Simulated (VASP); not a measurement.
# Cu4W (P6/mmm) in VASP: a series of runs

Cu4W is run at these levels: PBE; tasks: relaxation of cell and atoms, single point.

Program: VASP 6.6.1. These are calculated values, not measurements. Logs are shortened: lines on timing, memory, paths and dates and some standing lists are left out, and cuts for length are marked.

## 1. The cell of the first run

Symmetry: P6/mmm, No. 191, hexagonal system. The conventional cell has a = 4.081 Å, b = 4.081 Å, c = 4.921 Å, α = 90.00°, β = 90.00°, γ = 120.00°. Cu (site symmetry 6/mmm) has 2 W at 2.46 Å and 12 Cu at 3.20 Å within 3.2 Å. Cu (site symmetry mmm) has 4 Cu at 2.04 Å and 2 W at 2.04 Å within 2.7 Å. Within 2.7 Å of W (site symmetry 6/mmm) lie 8 Cu at 2.04 to 2.46 Å.

The cell was built from a structure type or drawn by symmetry, and may not be a known phase.

## 2. Relaxation of cell and atoms, PBE

Contents of INCAR:

```
SYSTEM = Cu4W
PREC     = Accurate       ! precision mode
ENCUT    = 600            ! plane-wave cutoff, eV
EDIFF    = 1E-7           ! SCF threshold, eV
ISMEAR   = 0              ! smearing method
SIGMA    = 0.1            ! smearing width, eV
LREAL    = .False.        ! projectors in reciprocal space
LASPH    = .True.         ! aspherical terms in the spheres
NELM     = 60             ! most SCF steps
ALGO     = Normal         ! electronic algorithm
ISIF     = 3              ! what is computed and relaxed
LWAVE    = .False.        ! write WAVECAR
LCHARG   = .False.        ! write CHGCAR
GGA      = PE             ! functional
IBRION   = 2              ! ionic algorithm
NSW      = 90             ! ionic steps
EDIFFG   = -0.04          ! ionic threshold
```

Contents of KPOINTS:

```
regular mesh
0
Gamma
  6 6 4
  0 0 0
```

Contents of POSCAR:

```
Cu4W
1.0
    4.0811930200      0.0000000000      0.0000000000
   -2.0405965100      3.5344168300      0.0000000000
    0.0000000000      0.0000000000      4.9209533600
Cu W
4 1
Direct
    0.0000000000      0.0000000000      0.0000000000
    0.5000000000      0.0000000000      0.5000000000
    0.0000000000      0.5000000000      0.5000000000
    0.5000000000      0.5000000000      0.5000000000
    0.0000000000      0.0000000000      0.5000000000
```

Potentials or basis: VASP PAW PBE potentials, release 64 (Cu, W_sv).

The run is started by

```console
$ cat potpaw_PBE.64/Cu/POTCAR potpaw_PBE.64/W_sv/POTCAR > POTCAR
$ mpirun -np 1 vasp_std > vasp.out
```

OUTCAR:

```text
SYSTEM = Cu4W
   PREC = Accurate
   ENCUT = 600
   EDIFF = 1E-7
   ISMEAR = 0
   LREAL = .False.
   LASPH = .True.
   NELM = 60
   ISIF = 3
   GGA = PE
   IBRION = 2
   NSW = 90
   EDIFFG = -0.04

 ion  position               nearest neighbor table
   1  0.000  0.000  0.000-   5 2.46   5 2.46
   2  0.500  0.000  0.500-   3 2.04   4 2.04   4 2.04   3 2.04   5 2.04   5 2.04
   3  0.000  0.500  0.500-   2 2.04   5 2.04   5 2.04   2 2.04   4 2.04   4 2.04
   4  0.500  0.500  0.500-   2 2.04   5 2.04   2 2.04   5 2.04   3 2.04   3 2.04
   5  0.000  0.000  0.500-   3 2.04   4 2.04   3 2.04   4 2.04   2 2.04   2 2.04   1 2.46   1 2.46

  LATTYP: Found a hexagonal cell.
 ALAT       =     4.0811930200
 C/A-ratio  =     1.2057634461

  Lattice vectors:

 A1 = (   4.0811930200,   0.0000000000,   0.0000000000)
 A2 = (  -2.0405965100,   3.5344168300,   0.0000000000)
 A3 = (   0.0000000000,   0.0000000000,   4.9209533600)

Analysis of symmetry for initial positions (statically):
=====================================================================
 Subroutine PRICEL returns:
 Original cell was already a primitive cell.

 Routine SETGRP: Setting up the symmetry group for a
 hexagonal supercell.

 Subroutine GETGRP returns: Found 24 space group operations
 (whereof 24 operations were pure point group operations)
 out of a pool of 24 trial point group operations.

The static configuration has the point symmetry D_6h.

Analysis of symmetry for dynamics (positions and initial velocities):
=====================================================================
 Subroutine PRICEL returns:
 Original cell was already a primitive cell.

 Routine SETGRP: Setting up the symmetry group for a
 hexagonal supercell.

 Subroutine GETGRP returns: Found 24 space group operations
 (whereof 24 operations were pure point group operations)
 out of a pool of 24 trial point group operations.

The dynamic configuration has the point symmetry D_6h.

 Subroutine INISYM returns: Found 24 space group operations
 (whereof 24 operations are pure point group operations),
 and found     1 'primitive' translations

----------------------------------------------------------------------------------------

                                     Primitive cell

  volume of cell :      70.9830

  direct lattice vectors                    reciprocal lattice vectors
     4.081193020  0.000000000  0.000000000     0.245026392  0.141466053  0.000000000
    -2.040596510  3.534416830  0.000000000     0.000000000  0.282932107  0.000000000
     0.000000000  0.000000000  4.920953360     0.000000000  0.000000000  0.203212656

  length of vectors
     4.081193020  4.081193017  4.920953360     0.282932107  0.282932107  0.203212656

  position of ions in fractional coordinates (direct lattice)
     0.000000000  0.000000000  0.000000000
     0.500000000  0.000000000  0.500000000
     0.000000000  0.500000000  0.500000000
     0.500000000  0.500000000  0.500000000
     0.000000000  0.000000000  0.500000000

  ion indices of the primitive-cell ions
   primitive index   ion index
                 1           1
                 2           2
                 3           3
                 4           4
                 5           5

----------------------------------------------------------------------------------------

 KPOINTS: regular mesh

Automatic generation of k-mesh.
 Grid dimensions read from file:
 generate k-points for:    6    6    4

 Generating k-lattice:

  Cartesian coordinates                     Fractional coordinates (reciprocal lattice)
     0.040837732  0.023577676  0.000000000     0.166666667 -0.000000000  0.000000000
     0.000000000  0.047155351  0.000000000     0.000000000  0.166666667  0.000000000
     0.000000000  0.000000000  0.050803164     0.000000000  0.000000000  0.250000000

  Length of vectors
     0.047155351  0.047155351  0.050803164

  Shift w.r.t. Gamma in fractional coordinates (k-lattice)
     0.000000000  0.000000000  0.000000000

 Subroutine IBZKPT returns following result:
 ===========================================

 Found     21 irreducible k-points:

 Following reciprocal coordinates:
            Coordinates               Weight
  0.000000  0.000000  0.000000      1.000000
  0.166667  0.000000  0.000000      6.000000
  0.333333  0.000000  0.000000      6.000000
  0.500000  0.000000  0.000000      3.000000
  0.166667  0.166667  0.000000      6.000000
  0.333333  0.166667  0.000000     12.000000
[... 13 lines left out ...]
  0.333333  0.166667  0.500000     12.000000
  0.333333  0.333333  0.500000      2.000000
   k-points           NKPTS =     21   k-points in BZ     NKDIM =     21   number of bands    NBANDS=     34
   number of dos      NEDOS =    301   number of ions     NIONS =      5
   total plane-waves  NPLWV =  51840
   dimension x,y,z NGX =    36 NGY =   36 NGZ =   40
   dimension x,y,z NGXF=    72 NGYF=   72 NGZF=   80
   ions per type =               4   1
   NGX,Y,Z   is equivalent  to a cutoff of  14.66, 14.66, 13.51 a.u.
   NGXF,Y,Z  is equivalent  to a cutoff of  29.33, 29.33, 27.03 a.u.
 SYSTEM =  Cu4W
   PREC   = accura    normal or accurate (medium, high low for compatibility)
   ISTART =      0    job   : 0-new  1-cont  2-samecut
   ICHARG =      2    charge: 1-file 2-atom 10-const
   ISPIN  =      1    spin polarized calculation?
   LNONCOLLINEAR =      F non collinear calculations
   LSORBIT =      F    spin-orbit coupling
   LASPH  =      T    aspherical Exc in radial PAW
   ENCUT  =  600.0 eV  44.10 Ry    6.64 a.u.   8.15  8.15  9.83*2*pi/ulx,y,z
   NELM   =     60;   NELMIN=  2; NELMDL= -5     # of ELM steps
   EDIFF  = 0.1E-06   stopping-criterion for ELM
   LREAL  =      F    real-space projection
   EDIFFG = -.4E-01   stopping-criterion for IOM
   NSW    =     90    number of steps for IOM
   IBRION =      2    ionic relax: 0-MD 1-quasi-New 2-CG
   NFREE  =      1    steps in history (QN), initial steepest desc. (CG)
   ISIF   =      3    stress and relaxation
   ISYM   =      2    0-nonsym 1-usesym 2-fastsym
   POTIM  = 0.5000    time-step for ionic-motion
   TEBEG  =    0.0;   TEEND  =   0.0 temperature during run
   PSTRESS=    0.0 pullay stress
   NELECT =      58.0000    total number of electrons
   NUPDOWN=      -1.0000    fix difference up-down
   EMIN   =  10.00;   EMAX   =-10.00  energy-range for DOS
   EFERMI =   0.00;   METHOD = LEGACY
   ISMEAR =     0;   SIGMA  =   0.10  broadening in eV -4-tet -1-fermi 0-gaus
   EFERMI_NEDOS =   21; number of points for ismear=-14 and -15
   IALGO  =     38    algorithm
   IMIX   =      4    mixing-type and parameters
     AMIX     =   0.40;   BMIX     =  1.00
     AMIX_MAG =   1.60;   BMIX_MAG =  1.00
  volume/ion in A,a.u.               =      14.20        95.80
  Fermi-wavevector in a.u.,A,eV,Ry     =   1.530498  2.892222 31.870617  2.342424
  Thomas-Fermi vector in A             =   2.637973
   LORBIT       =      0    0 simple, 1 ext, 2 COOP (PROOUT), +10 PAW based schemes
   GGA     = PE    functional components
   LHFCALC =     F    Hartree Fock is set to
   AEXX    =    0.0000 exact exchange contribution
   IVDW    =     0    specifies the selected vdW correction
   LEPSILON=     F    determine dielectric tensor
   LRPA    =     F    only Hartree local field effects (RPA)
 conjugate gradient relaxation of ions
 non-spin polarized calculation
 Gauss-broadening in eV      SIGMA  =   0.10
  energy-cutoff  :      600.00
  volume of cell :       70.98
 maximum number of plane-waves:      2392
 NGX is ok and might be reduce to    36
   NGX = 17   NGY = 17   NGZ = 19

--------------------------------------- Ionic step        1  -------------------------------------------

 number of electron      58.0000048 magnetization

 Free energy of the ion-electron system (eV)
  ---------------------------------------------------
  ext. energy  EPLUGINS =         0.00000000
  ---------------------------------------------------
  free energy    TOTEN  =        -8.98767007 eV

  energy without entropy =       -8.97110622  energy(sigma->0) =       -8.97938814

 E-fermi :   7.1286     XC(G=0): -11.5342

 val. band max:        7.1132484003   @ k =   0.3333   0.1667   0.5000
 cond. band min:       7.2108393357   @ k =   0.1667   0.1667   0.5000
 fundamental gap:      0.0975909354
 Fermi energy:         7.1286330833

 k-point     1 :       0.0000    0.0000    0.0000
  band No.  band energies     occupation
      1     -66.8266      2.00000
      2     -31.8358      2.00000
      3     -31.8358      2.00000
      4     -30.7625      2.00000
      5      -3.2803      2.00000
      6      -2.9255      2.00000
[... 802 lines left out ...]
  energy  without entropy=       -8.9711062169  energy(sigma->0) =       -8.97938814

--------------------------------------- Ionic step        2  -------------------------------------------

 number of electron      57.9999780 magnetization

 E-fermi :  -0.9741     XC(G=0):  -6.6695

 val. band max:       -0.9815334408   @ k =   0.3333   0.0000   0.0000
 cond. band min:      -0.9714421723   @ k =   0.1667   0.1667   0.5000
 fundamental gap:      0.0100912685
 Fermi energy:        -0.9740753523

 k-point     1 :       0.0000    0.0000    0.0000
  band No.  band energies     occupation
      1     -75.4133      2.00000
      2     -39.5954      2.00000
      3     -39.5954      2.00000
      4     -39.4396      2.00000
      5      -5.4285      2.00000
      6      -3.9254      2.00000
[... 837 lines left out ...]
  FREE ENERGIE OF THE ION-ELECTRON SYSTEM (eV)
  ---------------------------------------------------
  free  energy   TOTEN  =       -20.2204363151 eV

  energy  without entropy=      -20.1747468175  energy(sigma->0) =      -20.19759157

[... ionic steps 4 to 10 ...]

--------------------------------------- Ionic step       11  -------------------------------------------

 number of electron      57.9999946 magnetization

------------------------ aborting loop because EDIFF is reached ----------------------------------------

  FORCE on cell =-STRESS in cart. coord.  units (eV):
  Direction    XX          YY          ZZ          XY          YZ          ZX
  --------------------------------------------------------------------------------------
  -------------------------------------------------------------------------------------
  Total        0.4266439      0.4266439      0.0205992      0.0000000     -0.0000000      0.0000000
  in kB        6.5493229      6.5493229      0.3162144      0.0000000     -0.0000000      0.0000000
  external PRESSURE =       4.4716201 kB  Pullay stress =       0.0000000 kB
[... 63 lines left out ...]
  energy  without entropy=      -21.3223834149  energy(sigma->0) =      -21.33621261

--------------------------------------- Ionic step       13  -------------------------------------------

 number of electron      57.9999949 magnetization

 Free energy of the ion-electron system (eV)
  ---------------------------------------------------
  ext. energy  EPLUGINS =         0.00000000
  ---------------------------------------------------
  free energy    TOTEN  =       -21.35036621 eV

  energy without entropy =      -21.32302134  energy(sigma->0) =      -21.33669378

 E-fermi :   3.1809     XC(G=0):  -9.7001

 val. band max:        3.1506968428   @ k =   0.5000   0.0000   0.5000
 cond. band min:       3.2070621864   @ k =   0.3333   0.1667   0.0000
 fundamental gap:      0.0563653436
 Fermi energy:         3.1809285720

 k-point     1 :       0.0000    0.0000    0.0000
  band No.  band energies     occupation
      1     -70.7513      2.00000
      2     -35.0603      2.00000
      3     -35.0603      2.00000
      4     -34.8492      2.00000
      5      -4.0538      2.00000
      6      -1.9140      2.00000
[... 798 lines left out ...]
  FREE ENERGIE OF THE ION-ELECTRON SYSTEM (eV)
  ---------------------------------------------------
  free  energy   TOTEN  =       -21.3503662115 eV

  energy  without entropy=      -21.3230213414  energy(sigma->0) =      -21.33669378

 reached required accuracy - stopping structural energy minimisation
```

Wall time 14 min (1 thread of Intel Xeon Platinum 8488C (Sapphire Rapids), shared host); peak memory 0.26 GiB.

Results:

| Item | Value |
| --- | --- |
| Free energy | -21.3504 eV |
| Relaxed volume | 20.98 Å³/atom |
| Relaxed cell | a = 5.000 Å, b = 5.000 Å, c = 4.845 Å, α = 90.00°, β = 90.00°, γ = 120.00° |
| Space group after relaxing (to 0.1 Å) | P6/mmm (No. 191) |
| Energy gained by relaxing | 2472.5 meV/atom |
| Ionic steps | 13 |
| Pressure after relaxing | 0.0 GPa |
| Band gap on the k mesh | zero (bands 29 and 30 overlap by 1.53 eV) |

The path:
```
step  energy change (eV)  largest force (eV/Å)  pressure (GPa)  volume (Å³)
   1              0.0000                0.0000          119.80        70.98
   2              1.2811                0.0000          -28.28       224.17
   3            -11.2328                0.0000          -10.14       128.75
   4            -11.8150                0.0000           -8.28       120.89
   5            -12.1445                0.0000            6.15       100.35
   6            -12.3244                0.0000           -2.57       109.26
   7            -12.3408                0.0000           -1.17       107.41
   8            -12.3403                0.0000           -0.49       106.61
   9            -12.3596                0.0000            0.16       105.06
  10            -12.3616                0.0000            0.43       104.44
  11            -12.3616                0.0000            0.45       104.37
  12            -12.3624                0.0000           -0.26       105.18
  13            -12.3627                0.0000            0.00       104.90
```

Final structure:
```yaml
crystal:
  lattice:
    - [4.99977, 0.00000, 0.00000]
    - [-2.49988, 4.32992, 0.00000]
    - [0.00000, 0.00000, 4.84541]
  atoms:
    - { symbol: Cu, position: [0.00000, 0.00000, 0.00000] }
    - { symbol: Cu, position: [0.50000, 0.00000, 0.50000] }
    - { symbol: Cu, position: [0.00000, 0.50000, 0.50000] }
    - { symbol: Cu, position: [0.50000, 0.50000, 0.50000] }
    - { symbol: W, position: [0.00000, 0.00000, 0.50000] }
```

Levels at points of the mesh, in eV from the Fermi level:
```tsv
k point	band 25	band 26	band 27	band 28	band 29	band 30	band 31	band 32	band 33	band 34
(0.00, 0.00, 0.00)	-1.93	-0.71	0.54	0.54	0.83	1.18	1.35	1.35	1.48	1.48
(0.50, 0.00, 0.00)	-2.21	-2.02	-1.64	-0.68	-0.12	0.29	0.96	1.07	3.16	4.28
(0.00, 0.00, 0.50)	-2.04	-1.99	-0.65	0.41	0.41	0.54	0.54	1.36	2.42	2.42
(0.50, 0.00, 0.50)	-1.98	-1.97	-1.90	-1.39	-0.75	-0.66	-0.16	-0.03	1.80	3.50
```

Caveat: the volume moved by over 15 % at a fixed basis, so the end points are rough; spin-orbit coupling is left out, which moves the levels of the heavy elements.

## 3. Single point, PBE

This run uses another cell than the first one, of 20.92 Å³/atom.

Contents of INCAR:

```
SYSTEM = Cu4W
PREC = Accurate
ENCUT = 520
EDIFF = 1E-7
ISMEAR = 0
SIGMA = 0.1
LREAL = .False.
LASPH = .True.
NELM = 80
ALGO = Fast
ISIF = 2
LWAVE = .False.
LCHARG = .False.
GGA = PE
NBANDS = 37
```

Contents of KPOINTS:

```
Automatic mesh
0
Gamma
  12 12 8
  0 0 0
```

Edit POSCAR of step 2 so:

```diff
@@ -2,5 +2,5 @@
 1.0
-    4.0811930200      0.0000000000      0.0000000000
-   -2.0405965100      3.5344168300      0.0000000000
-    0.0000000000      0.0000000000      4.9209533600
+    5.0031553654      0.0000000000      0.0000000000
+   -2.5015776827      4.3328596455      0.0000000000
+    0.0000000000      0.0000000000      4.8242503496
 Cu W
```

Potentials or basis: VASP PAW PBE potentials, release 64 (Cu, W_sv).

The run is started by

```console
$ cat potpaw_PBE.64/Cu/POTCAR potpaw_PBE.64/W_sv/POTCAR > POTCAR
$ mpirun -np 1 vasp_std > vasp.out
```

Run time: 7.4 min. Hardware: 1 thread of Intel Xeon Platinum 8488C (Sapphire Rapids), shared host; peak memory 0.44 GiB.

It converged, with:

| Property | Result |
| --- | --- |
| Free energy | -21.3102 eV |
| Pressure | 0.4 GPa |
| Band gap on the k mesh | zero (bands 29 and 30 overlap by 1.58 eV) |

Stress tensor (GPa, compression positive):
```
0.46 0.00 0.00
0.00 0.46 0.00
0.00 0.00 0.26
```

Levels at points of the mesh, in eV from the Fermi level:
| k point | band 27 | band 28 | band 29 | band 30 | band 31 | band 32 |
| --- | --- | --- | --- | --- | --- | --- |
| (0.00, 0.00, 0.00) | 0.53 | 0.53 | 0.78 | 1.15 | 1.31 | 1.31 |
| (0.50, 0.00, 0.00) | -1.72 | -0.77 | -0.12 | 0.24 | 0.90 | 1.02 |
| (0.00, 0.00, 0.50) | -0.76 | 0.34 | 0.34 | 0.54 | 0.54 | 1.34 |
| (0.50, 0.00, 0.50) | -1.99 | -1.47 | -0.84 | -0.77 | -0.16 | -0.10 |

Caveat: spin-orbit coupling is left out, which moves the levels of the heavy elements.
